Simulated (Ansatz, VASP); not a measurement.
## Two plane-wave programs on MgS

Contents of INCAR:

```
PREC = Accurate ; ENCUT = 520
EDIFF = 1E-6 ; ISMEAR = 0
SIGMA = 0.1 ; LREAL = F
LASPH = T ; NELM = 100
ALGO = Normal ; ISIF = 2
LWAVE = F ; LCHARG = F
GGA = PE ; NBANDS = 16
```

File KPOINTS:

```
regular mesh
0
Gamma
  6 6 4
```

POSCAR

```
MgS
1.0
    3.7098571200      0.0000000000      0.0000000000
    0.0000000000      3.7098571200      0.0000000000
    0.0000000000      0.0000000000      5.1168394900
Mg S
2 2
Direct
    0.5000000000      0.0000000000      0.6731257100
    0.0000000000      0.5000000000      0.3268742900
    0.5000000000      0.0000000000      0.2623102800
    0.0000000000      0.5000000000      0.7376897200
```

Input for Ansatz:

```yaml
crystal:
  lattice:
    - [3.70985712, 0.0, 0.0]
    - [0.0, 3.70985712, 0.0]
    - [0.0, 0.0, 5.11683949]
  atoms:
    - { symbol: Mg, position: [0.5, 0.0, 0.67312571] }
    - { symbol: Mg, position: [0.0, 0.5, 0.32687429] }
    - { symbol: S, position: [0.5, 0.0, 0.26231028] }
    - { symbol: S, position: [0.0, 0.5, 0.73768972] }
basis:
  ecutwfc: 420
kpoints:
  mp_grid: { grid: [6, 6, 4] }
hamiltonian:
  xc: pbe
scf:
  occupations: { method: gaussian, width: 0.1 }
  lower_state_search: "off"
output:
  forces: true
  stress: true
  eigenvalues: true
```

Alike in both runs: task single point; functional PBE; k mesh 6 × 6 × 4; occupations gaussian, width 0.1 eV; no spin polarisation.

|  | VASP | Ansatz |
| --- | --- | --- |
| version | VASP 6.6.1 | Ansatz 0.2.0 |
| potentials or method | VASP PAW PBE potentials, release 64 (Mg, S), cutoff 520 eV | scalar-relativistic, plane waves, PAW |
| valence electrons in the cell | 16 | 32 |

Ansatz gave:

| Property | Result |
| --- | --- |
| gap on the k mesh at the Fermi level (eV) | 2.98 |
| least direct gap on the mesh (eV) | 3.05 |
| pressure (GPa) | 12.2 |
| traceless stress, the component that is largest in VASP (GPa) | 22.34 |
| rms of the force components (eV/Å) | 2.356 |

Q: Which values does VASP return?

A: gap on the k mesh at the Fermi level (eV): 2.97; least direct gap on the mesh (eV): 3.03; pressure (GPa): 12.1; traceless stress, the component that is largest in VASP (GPa): 22.57; rms of the force components (eV/Å): 2.371.

Atom by atom the forces differ by 0.016 eV/Å (rms over components). The functional is the same, so the differences come from potentials, cutoffs and numerics. VASP's potentials hold 16 valence electrons a cell and Ansatz's 32, so a difference there can come from the potentials and not from the codes.
